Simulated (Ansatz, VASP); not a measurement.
# BN: VASP beside Ansatz

```
CELL_PARAMETERS angstrom
0.00000 1.81235 1.81235
1.81235 0.00000 1.81235
1.81235 1.81235 0.00000
ATOMIC_POSITIONS crystal
B 0.00000 0.00000 0.00000
N 0.25000 0.25000 0.25000
```

Alike in both runs: task single point; functional LDA; k mesh 16 × 16 × 16; occupations fermi-dirac, width 0.03 eV; no spin polarisation.

```csv
,VASP,Ansatz
version,VASP 6.6.1,Ansatz 0.2.0
potentials or method,"VASP PAW LDA potentials, release 64 (B, N), cutoff 600 eV","all-electron LAPW, scalar-relativistic"
```

Ansatz gave:

- gap on the k mesh at the Fermi level (eV): 4.34
- pressure (GPa): -13.7

Q: What did VASP give for the same quantities?

A: gap on the k mesh at the Fermi level (eV): 4.33; pressure (GPa): -13.2.

LDA's correlation is that of Perdew and Zunger in VASP and of Perdew and Wang (1992) in Ansatz. Ansatz ran all-electron here, and VASP with PAW potentials.
